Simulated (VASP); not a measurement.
# Ag2BiO2 (Immm) in VASP: notebook

The runs below take Ag2BiO2 through single point, relaxation of cell and atoms, with PBE.

Everything below comes from runs of VASP 6.6.1. Logs are shortened: lines on timing, memory, paths and dates and some standing lists are left out, and cuts for length are marked.

## (1) The cell of the first run

The structure is orthorhombic, space group Immm (No. 71). Conventional cell: a = 3.213 Å, b = 3.436 Å, c = 16.055 Å, α = 90.00°, β = 90.00°, γ = 90.00°. Bi (site symmetry mmm) has 4 O at 2.28 Å within 3.0 Å. O (site symmetry mm2) has 2 Bi at 2.28 Å and 2 Ag at 2.31 Å and 3 O at 3.01 to 3.21 Å within 3.3 Å. Ag (site symmetry mm2) has 2 O at 2.31 Å and 6 Ag at 2.90 to 3.21 Å within 3.3 Å.

## (2) Single point, PBE

File INCAR:

```
SYSTEM = Ag2BiO2
PREC     = Accurate       ! precision mode
ENCUT    = 520            ! plane-wave cutoff, eV
EDIFF    = 1E-6           ! SCF threshold, eV
ISMEAR   = 0              ! smearing method
SIGMA    = 0.1458         ! smearing width, eV
LREAL    = .False.        ! projectors in reciprocal space
LASPH    = .True.         ! aspherical terms in the spheres
NELM     = 80             ! most SCF steps
ALGO     = Normal         ! electronic algorithm
ISIF     = 2              ! what is computed and relaxed
LWAVE    = .False.        ! write WAVECAR
LCHARG   = .True.         ! write CHGCAR
GGA      = PE             ! functional
LELF     = .True.         ! ELF
LVHAR    = .True.       
NBANDS   = 32             ! bands
```

File KPOINTS:

```
regular mesh
0
Gamma
  6 6 6
  0 0 0
```

File POSCAR:

```
Ag2BiO2
1.0
    0.0000000000      3.4362354042      0.0000000000
    3.2132132939      0.0000000000      0.0000000000
    1.6066066469      1.7181177021     -8.0273425029
Bi O Ag
1 2 2
Direct
    0.0000000000      0.0000000000      0.0000000000
    0.4062485442      0.9062485442      0.1875029115
    0.5937514558      0.0937514558      0.8124970885
    0.3029137288      0.3029137288      0.3941725423
    0.6970862712      0.6970862712      0.6058274577
```

Potentials or basis: VASP PAW PBE potentials, release 64 (Bi_d, O, Ag).

Started as:

```bash
cat potpaw_PBE.64/Bi_d/POTCAR potpaw_PBE.64/O/POTCAR potpaw_PBE.64/Ag/POTCAR > POTCAR
mpirun -np 1 vasp_std > vasp.out
```

OUTCAR:

```text
SYSTEM = Ag2BiO2
   PREC = Accurate
   ENCUT = 520
   EDIFF = 1E-6
   ISMEAR = 0
   LREAL = .False.
   LASPH = .True.
   NELM = 80
   ISIF = 2
   GGA = PE

 ion  position               nearest neighbor table
   1  0.000  0.000  0.000-   2 2.28   3 2.28   3 2.28   2 2.28
   2  0.406  0.906  0.188-   1 2.28   1 2.28   4 2.31   4 2.31
   3  0.594  0.094  0.812-   1 2.28   1 2.28   5 2.31   5 2.31
   4  0.303  0.303  0.394-   2 2.31   2 2.31   5 2.90   5 2.90   5 2.90   5 2.90
   5  0.697  0.697  0.606-   3 2.31   3 2.31   4 2.90   4 2.90   4 2.90   4 2.90

  LATTYP: Found a body centered orthorhombic cell.
 ALAT       =     3.2132132939
 B/A-ratio  =     1.0694078139
 C/A-ratio  =     4.9964579184

  Lattice vectors:

 A1 = (  -1.6066066469,   1.7181177021,   8.0273425029)
 A2 = (   1.6066066470,  -1.7181177021,   8.0273425029)
 A3 = (   1.6066066469,   1.7181177021,  -8.0273425029)

Analysis of symmetry for initial positions (statically):
=====================================================================
 Subroutine PRICEL returns:
 Original cell was already a primitive cell.

 Routine SETGRP: Setting up the symmetry group for a
 body centered orthorhombic supercell.

 Subroutine GETGRP returns: Found  8 space group operations
 (whereof  8 operations were pure point group operations)
 out of a pool of  8 trial point group operations.

The static configuration has the point symmetry D_2h.

Analysis of symmetry for dynamics (positions and initial velocities):
=====================================================================
 Subroutine PRICEL returns:
 Original cell was already a primitive cell.

 Routine SETGRP: Setting up the symmetry group for a
 body centered orthorhombic supercell.

 Subroutine GETGRP returns: Found  8 space group operations
 (whereof  8 operations were pure point group operations)
 out of a pool of  8 trial point group operations.

The dynamic configuration has the point symmetry D_2h.

 Subroutine INISYM returns: Found  8 space group operations
 (whereof  8 operations are pure point group operations),
 and found     1 'primitive' translations

----------------------------------------------------------------------------------------

                                     Primitive cell

  volume of cell :      88.6328

  direct lattice vectors                    reciprocal lattice vectors
     0.000000000  3.436235404  0.000000000     0.000000000  0.291016151  0.062287114
     3.213213294  0.000000000  0.000000000     0.311214945  0.000000000  0.062287114
     1.606606647  1.718117702 -8.027342503     0.000000000  0.000000000 -0.124574229

  length of vectors
     3.436235404  3.213213294  8.364887388     0.297607266  0.317386873  0.124574229

  position of ions in fractional coordinates (direct lattice)
     0.000000000  0.000000000  0.000000000
     0.406248544  0.906248544  0.187502911
     0.593751456  0.093751456  0.812497089
     0.302913729  0.302913729  0.394172542
     0.697086271  0.697086271  0.605827458

  ion indices of the primitive-cell ions
   primitive index   ion index
                 1           1
                 2           2
                 3           3
                 4           4
                 5           5

----------------------------------------------------------------------------------------

 KPOINTS: regular mesh

Automatic generation of k-mesh.
 Grid dimensions read from file:
 generate k-points for:    6    6    6

 Generating k-lattice:

  Cartesian coordinates                     Fractional coordinates (reciprocal lattice)
     0.000000000  0.048502692  0.010381186     0.166666667  0.000000000  0.000000000
     0.051869158  0.000000000  0.010381186     0.000000000  0.166666667  0.000000000
     0.000000000  0.000000000 -0.020762371     0.000000000  0.000000000  0.166666667

  Length of vectors
     0.049601211  0.052897812  0.020762371

  Shift w.r.t. Gamma in fractional coordinates (k-lattice)
     0.000000000  0.000000000  0.000000000

 Subroutine IBZKPT returns following result:
 ===========================================

 Found     46 irreducible k-points:

 Following reciprocal coordinates:
            Coordinates               Weight
  0.000000  0.000000  0.000000      1.000000
  0.166667  0.000000  0.000000      4.000000
  0.333333  0.000000 -0.000000      4.000000
  0.500000  0.000000  0.000000      2.000000
  0.000000  0.166667  0.000000      4.000000
  0.166667  0.166667  0.000000      8.000000
[... 16 lines left out ...]
  0.500000  0.000000  0.166667      4.000000
 -0.333333  0.000000  0.166667      4.000000
 [... further k-points ...]
   k-points           NKPTS =     46   k-points in BZ     NKDIM =     46   number of bands    NBANDS=     32
   number of dos      NEDOS =    301   number of ions     NIONS =      5
   total plane-waves  NPLWV =  43008
   dimension x,y,z NGX =    28 NGY =   24 NGZ =   64
   dimension x,y,z NGXF=    56 NGYF=   48 NGZF=  128
[... 44 lines left out ...]
   NGX = 13   NGY = 11   NGZ = 31

 number of electron      49.0000001 magnetization

 Free energy of the ion-electron system (eV)
  ---------------------------------------------------
  ext. energy  EPLUGINS =         0.00000000
  ---------------------------------------------------
  free energy    TOTEN  =       -20.97213920 eV

  energy without entropy =      -20.95821737  energy(sigma->0) =      -20.96517829

 E-fermi :   5.5291     XC(G=0): -10.6112

 val. band max:        5.5133596690   @ k =  -0.1667   0.1667   0.0000
 cond. band min:       5.5903466618   @ k =   0.0000   0.1667   0.0000
 fundamental gap:      0.0769869928
 Fermi energy:         5.5291311717

 k-point     1 :       0.0000    0.0000    0.0000
  band No.  band energies     occupation
      1     -17.5419      2.00000
      2     -17.2312      2.00000
      3     -17.1828      2.00000
      4     -17.1477      2.00000
      5     -17.1268      2.00000
      6     -12.6754      2.00000
[... 24 lines left out ...]
     31      13.9930      0.00000
     32      14.8759      0.00000

 k-point     2 :       0.1667    0.0000    0.0000
  band No.  band energies     occupation
      1     -17.5048      2.00000
      2     -17.2253      2.00000
      3     -17.2011      2.00000
      4     -17.1810      2.00000
      5     -17.1391      2.00000
      6     -12.5580      2.00000
[... 24 lines left out ...]
     31      13.3295      0.00000
     32      14.8074      0.00000

 k-point     3 :       0.3333    0.0000   -0.0000
  band No.  band energies     occupation
      1     -17.4444      2.00000
      2     -17.3700      2.00000
      3     -17.1776      2.00000
      4     -17.1635      2.00000
      5     -17.1272      2.00000
      6     -12.2889      2.00000
[... 24 lines left out ...]
     31      14.1540      0.00000
     32      14.8001      0.00000

 k-point     4 :       0.5000    0.0000    0.0000
  band No.  band energies     occupation
      1     -17.4379      2.00000
      2     -17.4204      2.00000
      3     -17.1759      2.00000
      4     -17.1756      2.00000
      5     -17.0841      2.00000
      6     -12.1323      2.00000
[... 24 lines left out ...]
     31      13.1470      0.00000
     32      15.4461      0.00000

 k-point     5 :       0.0000    0.1667    0.0000
  band No.  band energies     occupation
      1     -17.4733      2.00000
      2     -17.2229      2.00000
      3     -17.2094      2.00000
      4     -17.1511      2.00000
      5     -17.1453      2.00000
      6     -12.5717      2.00000
[... 584 lines left out ...]
     31      14.0393      0.00000
     32      14.8796      0.00000

 k-point    22 :       0.3333    0.0000    0.1667
  band No.  band energies     occupation
      1     -17.4444      2.00000
      2     -17.3700      2.00000
      3     -17.1776      2.00000
      4     -17.1635      2.00000
      5     -17.1272      2.00000
      6     -12.2898      2.00000
[... 24 lines left out ...]
     31      13.8322      0.00000
     32      14.9194      0.00000

 k-point    23 :       0.5000    0.0000    0.1667
  band No.  band energies     occupation
      1     -17.4379      2.00000
      2     -17.4204      2.00000
      3     -17.1759      2.00000
      4     -17.1756      2.00000
      5     -17.0841      2.00000
      6     -12.1323      2.00000
[... 24 lines left out ...]
     31      12.9105      0.00000
     32      15.7673      0.00000

 k-point    24 :      -0.3333    0.0000    0.1667
  band No.  band energies     occupation
      1     -17.4443      2.00000
      2     -17.3701      2.00000
      3     -17.1776      2.00000
      4     -17.1635      2.00000
      5     -17.1272      2.00000
      6     -12.2872      2.00000
[... 24 lines left out ...]
     31      14.3648      0.00000
     32      15.0857      0.00000

 [... further k-points ...]

------------------------ aborting loop because EDIFF is reached ----------------------------------------

  FORCE on cell =-STRESS in cart. coord.  units (eV):
  Direction    XX          YY          ZZ          XY          YZ          ZX
  --------------------------------------------------------------------------------------
  -------------------------------------------------------------------------------------
  Total       -0.0565813      0.0687029      0.0374747     -0.0000000      0.0000000      0.0000000
  in kB       -1.0227965      1.2419132      0.6774149     -0.0000000      0.0000000      0.0000000
  external PRESSURE =       0.2988439 kB  Pullay stress =       0.0000000 kB

 VOLUME and BASIS-vectors are now :
 -----------------------------------------------------------------------------
  energy-cutoff  :      520.00
  volume of cell :       88.63
      direct lattice vectors                 reciprocal lattice vectors
     0.000000000  3.436235404  0.000000000     0.000000000  0.291016151  0.062287114
     3.213213294  0.000000000  0.000000000     0.311214945  0.000000000  0.062287114
     1.606606647  1.718117702 -8.027342503     0.000000000  0.000000000 -0.124574229

 POSITION                                       TOTAL-FORCE (eV/Angst)
 -----------------------------------------------------------------------------------
      0.00000      0.00000      0.00000         0.000000     -0.000000      0.000000
      3.21321      1.71812     -1.50515        -0.000000      0.000000     -0.032381
      1.60661      3.43624     -6.52219         0.000000     -0.000000      0.032381
      1.60661      1.71812     -3.16416         0.000000      0.000000      0.001923
      3.21321      3.43624     -4.86318        -0.000000     -0.000000     -0.001923
 -----------------------------------------------------------------------------------
    total drift:                               -0.000000     -0.000000      0.000000

  FREE ENERGIE OF THE ION-ELECTRON SYSTEM (eV)
  ---------------------------------------------------
  free  energy   TOTEN  =       -20.9721391968 eV

  energy  without entropy=      -20.9582173736  energy(sigma->0) =      -20.96517829
```

Wall time 56 s (1 thread of Intel Xeon 6975P-C (Granite Rapids), shared host); peak memory 0.27 GiB.

What came out:

```yaml
Free_energy: -20.9721 eV
Pressure: 0.0 GPa
Largest_force: 0.032 eV/Å
Band_gap_on_the_k_mesh: zero (an odd number of electrons rules out a gap without spin polarisation)
```

Forces on the atoms (eV/Å):
```
Bi   0.000  0.000  0.000
O    0.000  0.000 -0.032
O    0.000  0.000  0.032
Ag   0.000  0.000  0.002
Ag   0.000  0.000 -0.002
```

Levels at points of the mesh, in eV from the Fermi level:
| k point | band 22 | band 23 | band 24 | band 25 | band 26 | band 27 | band 28 | band 29 |
| --- | --- | --- | --- | --- | --- | --- | --- | --- |
| (0.00, 0.00, 0.00) | -2.02 | -0.94 | -0.88 | -0.53 | 0.83 | 5.77 | 6.07 | 6.09 |
| (0.50, 0.00, 0.00) | -1.26 | -0.68 | -0.61 | 0.61 | 1.14 | 2.99 | 4.91 | 5.97 |
| (0.00, 0.50, 0.00) | -1.83 | -1.67 | -1.22 | -0.71 | 2.05 | 2.48 | 4.27 | 6.60 |
| (0.50, 0.50, 0.00) | -1.91 | -1.83 | -1.25 | -0.07 | 3.77 | 3.93 | 5.64 | 5.83 |
| (0.00, 0.00, 0.50) | -1.58 | -1.38 | -1.24 | -0.47 | 1.77 | 4.29 | 5.71 | 6.06 |

Caveat: spin-orbit coupling is left out, which moves the levels of the heavy elements; an odd number of electrons without spin polarisation forces a metal; a magnetic or distorted state may lie lower.

## (3) Relaxation of cell and atoms, PBE

This run uses another cell than the first one, of 17.31 Å³/atom.

File INCAR:

```
SYSTEM = Ag2BiO2
ALGO     = Normal         ! electronic algorithm
EDIFF    = 1E-6           ! SCF threshold, eV
EDIFFG   = -0.01          ! ionic threshold
ENCUT    = 600            ! plane-wave cutoff, eV
GGA      = PE             ! functional
IBRION   = 2              ! ionic algorithm
ISIF     = 3              ! what is computed and relaxed
ISMEAR   = 0              ! smearing method
LASPH    = .TRUE.         ! aspherical terms in the spheres
LCHARG   = .FALSE.        ! write CHGCAR
LREAL    = .FALSE.        ! projectors in reciprocal space
LWAVE    = .FALSE.        ! write WAVECAR
NELM     = 100            ! most SCF steps
NSW      = 100            ! ionic steps
PREC     = Accurate       ! precision mode
SIGMA    = 0.1458         ! smearing width, eV
```

File KPOINTS:

```
k-points
0
G
  6 6 6
  0 0 0
```

File POSCAR:

```
Ag2BiO2
1.0
    0.0000000000      3.2626320000      0.0000000000
    4.9407820000      0.0000000000      0.0000000000
    2.4703910000      1.6313160000     -5.3677060000
Bi O Ag
1 2 2
Direct
    0.0000000000      0.0000000000      0.0000000000
    0.3627000000      0.8627000000      0.2746000000
    0.6373000000      0.1373000000      0.7254000000
    0.3575800000      0.3575800000      0.2848400000
    0.6424200000      0.6424200000      0.7151600000
```

Potentials or basis: VASP PAW PBE potentials, release 64 (Bi_d, O, Ag).

Started as:

```bash
cat potpaw_PBE.64/Bi_d/POTCAR potpaw_PBE.64/O/POTCAR potpaw_PBE.64/Ag/POTCAR > POTCAR
mpirun -np 1 vasp_std > vasp.out
```

Run time: 40 min. Hardware: 1 thread of Intel Xeon 6975P-C (Granite Rapids), shared host; peak memory 0.34 GiB.

The run converged. Its results:

* Free energy: -20.7194 eV
* Relaxed volume: 17.78 Å³/atom
* Relaxed cell: a = 3.532 Å, b = 3.441 Å, c = 7.720 Å, α = 77.12°, β = 76.78°, γ = 90.00°
* Space group after relaxing (to 0.1 Å): Immm (No. 71)
* Energy gained by relaxing: 214.9 meV/atom
* Ionic steps: 64
* Pressure after relaxing: 0.0 GPa
* Band gap on the k mesh: zero (an odd number of electrons rules out a gap without spin polarisation)

The path:
```
step  energy change (eV)  largest force (eV/Å)  pressure (GPa)  volume (Å³)
   1              0.0000                2.3343            6.45        86.53
   3             -0.4887                0.2320           -4.25        93.53
   5             -0.7627                0.3111            0.75        85.43
   7             -0.7856                0.2565            0.09        85.70
   9             -0.8036                0.1668           -0.05        85.62
  11             -0.8130                0.0702           -0.36        85.93
  13             -0.8171                0.0451           -0.23        85.93
  15             -0.8246                0.0332            0.31        86.04
  17             -0.8350                0.3733           -0.85        88.54
  19             -0.8395                0.3139           -0.45        88.06
  21             -0.8666                0.4322            0.72        88.66
  23             -0.8381                0.7965            1.46        88.36
  25             -0.9362                0.4912            1.56        88.88
  27             -0.9407                0.4388            0.82        89.43
  29             -0.9640                0.3363            0.36        90.11
  31             -0.9745                0.1383           -1.36        93.13
  33             -0.9931                0.1065           -0.17        91.28
  35             -1.0018                0.0615            0.44        90.83
  37             -1.0100                0.0972           -0.14        91.56
  39             -1.0171                0.0738           -0.32        91.78
  41             -1.0200                0.1682            1.35        89.88
  43             -1.0239                0.1412            0.71        90.53
  45             -1.0419                0.1692            0.31        90.12
  47             -1.0518                0.2443           -0.22        89.63
  49             -1.0587                0.2208           -0.39        89.15
  51             -1.0663                0.1138            0.14        88.49
  53             -1.0727                0.0264            0.33        88.57
  55             -1.0739                0.0352           -0.06        89.02
  57             -1.0742                0.0169           -0.04        88.97
  59             -1.0742                0.0181            0.00        88.93
  61             -1.0742                0.0177            0.00        88.94
  63             -1.0742                0.0112            0.00        88.93
  64             -1.0743                0.0012           -0.01        88.92
```

Final structure:
```yaml
crystal:
  lattice:
    - [0.00000, 3.53238, 0.00000]
    - [3.44065, 0.00000, 0.00000]
    - [1.72032, 1.76619, -7.31613]
  atoms:
    - { symbol: Bi, position: [0.00000, 0.00000, 0.00000] }
    - { symbol: O, position: [0.39781, 0.89781, 0.20438] }
    - { symbol: O, position: [0.60219, 0.10219, 0.79562] }
    - { symbol: Ag, position: [0.29912, 0.29912, 0.40176] }
    - { symbol: Ag, position: [0.70088, 0.70088, 0.59824] }
```

Levels at points of the mesh, in eV from the Fermi level:
```tsv
k point	band 22	band 23	band 24	band 25	band 26	band 27
(0.00, 0.00, 0.00)	-2.16	-1.12	-0.86	0.04	0.71	4.79
(0.50, 0.00, 0.00)	-1.24	-0.64	-0.56	0.63	1.22	3.14
(0.00, 0.50, 0.00)	-2.27	-1.73	-1.64	-0.61	1.80	2.53
(0.50, 0.50, 0.00)	-2.15	-1.80	-1.67	-0.30	3.58	3.60
(0.00, 0.00, 0.50)	-1.70	-1.56	-0.77	-0.41	2.16	4.45
```

Caveat: a cell axis changed by over 15 % at a fixed basis, so the end point is rough; spin-orbit coupling is left out, which moves the levels of the heavy elements; an odd number of electrons without spin polarisation forces a metal; a magnetic or distorted state may lie lower.

The gap in the log of VASP goes by the Fermi energy; the results here count the filled bands.